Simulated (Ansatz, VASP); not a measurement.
HfO2: VASP beside Ansatz

```xyz
3
Lattice="0.0000 2.5223 2.5223 2.5223 0.0000 2.5223 2.5223 2.5223 0.0000" Properties=species:S:1:pos:R:3 pbc="T T T"
Hf    0.0000    0.0000    0.0000
O     1.2611    1.2611    1.2611
O     3.7834    3.7834    3.7834
```

Alike in both runs: functional PBEsol; k mesh 8 × 8 × 8; occupations gaussian, width 0.02 eV; no spin polarisation.

Ansatz relaxed the structure, and its values are those at the end. VASP's run is a single point on that final structure, the one shown.

|  | VASP | Ansatz |
| --- | --- | --- |
| version | VASP 6.6.1 | Ansatz 0.2.0 |
| potentials or method | VASP PAW PBE potentials, release 64 (Hf_pv, O), cutoff 600 eV | scalar-relativistic, plane waves, PAW |
| valence electrons in the cell | 22 | 38 |

```csv
,VASP,Ansatz,Ansatz less VASP
gap on the k mesh at the Fermi level (eV),3.71,3.69,-0.023
least direct gap on the mesh (eV),3.71,3.69,-0.023
pressure (GPa),-4.0,0.0,+4.04
```

VASP's potentials were made for PBE, not for PBEsol, and Ansatz warns of the same on its side. One of these differences is far larger than is usual between the two programs; its cause wasn't traced. The functional is the same, so the differences come from potentials, cutoffs and numerics. VASP's potentials hold 22 valence electrons a cell and Ansatz's 38, so a difference there can come from the potentials and not from the codes.

Neither program's run includes spin-orbit coupling.
